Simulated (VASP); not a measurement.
AlNi, 2 atoms in the cell. The structure is orthorhombic, space group Cmmm (No. 65). Conventional cell: a = 3.877 Å, b = 3.906 Å, c = 3.099 Å, α = 90.00°, β = 90.00°, γ = 90.00°. Within 3.3 Å of Al (site symmetry mmm) lie 8 Ni at 2.48 to 2.49 Å and 6 Al at 2.75 to 3.10 Å. Ni (site symmetry mmm) has 8 Al at 2.48 to 2.49 Å and 6 Ni at 2.75 to 3.10 Å within 3.3 Å. 

| Property | Result |
| --- | --- |
| Program | VASP 6.6.1 |
| Task | single point |
| Functional | r2SCAN |
| Potentials or basis | VASP PAW PBE potentials, release 64 (Al, Ni) |
| Cutoff | 520 eV |
| k mesh | 8 × 8 × 7 |
| Occupations | fermi-dirac, width 0.15 eV |
| Spin | collinear spin, ferromagnetic start |
| Starting moments | [0.0, 2.0] μB |
| Dipole correction | no |
| Further INCAR settings | ALGO = Normal; EDIFF = 1e-07; NBANDS = 18 |

Potentials or basis: VASP PAW PBE potentials, release 64 (Al, Ni).

The run is started by

```bash
$ cat potpaw_PBE.64/Al/POTCAR potpaw_PBE.64/Ni/POTCAR > POTCAR
$ cp INCAR.step1 INCAR
$ mpirun -np 1 vasp_std > vasp.out
$ cp INCAR.step2 INCAR
$ mpirun -np 1 vasp_std > vasp.out
```

Hardware: 1 thread of Intel Xeon 8259CL (shared host).

**Question.** How long does it take, and how much memory?

**Answer.** It took 4.6 min on 1 thread of Intel Xeon 8259CL, with other jobs on the host, peak memory 0.19 GiB. Counts: k points 84.
